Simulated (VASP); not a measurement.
Crystal: AlNi.

```
Al Ni
1.0
     1.93869   -1.95319    0.00000
     1.93869    1.95319    0.00000
     0.00000    0.00000    3.09943
Al Ni
1 1
Cartesian
  0.0000 0.0000 0.0000
  1.9387 0.0000 1.5497
```

Base run:

| Item | Value |
| --- | --- |
| Program | VASP 6.6.1 |
| Functional | PBEsol |
| Potentials or basis | VASP PAW PBE potentials, release 64 (Al, Ni) |
| Cutoff | 520 eV |
| k mesh | 16 × 16 × 14 |
| Occupations | methfessel-paxton, width 0.5 eV |
| Spin | no spin polarisation |

Its results: band gap on the k mesh zero (an odd number of electrons rules out a gap without spin polarisation); pressure 0.6 GPa.

Problem. The run is repeated on the same cell with these changes: occupations from methfessel-paxton, width 0.5 eV to fermi-dirac, width 0.3 eV. What comes out?

Solution. Band gap on the k mesh zero (an odd number of electrons rules out a gap without spin polarisation); pressure 1.4 GPa.

Caveats: so wide a smearing shifts energies and pressures; the PAW data sets were made with another functional, which shifts forces and pressure a little; the stress differs along the axes, from -4 to 3 GPa (at least some runs); the stress differs along the axes, from -3 to 4 GPa (at least some runs).
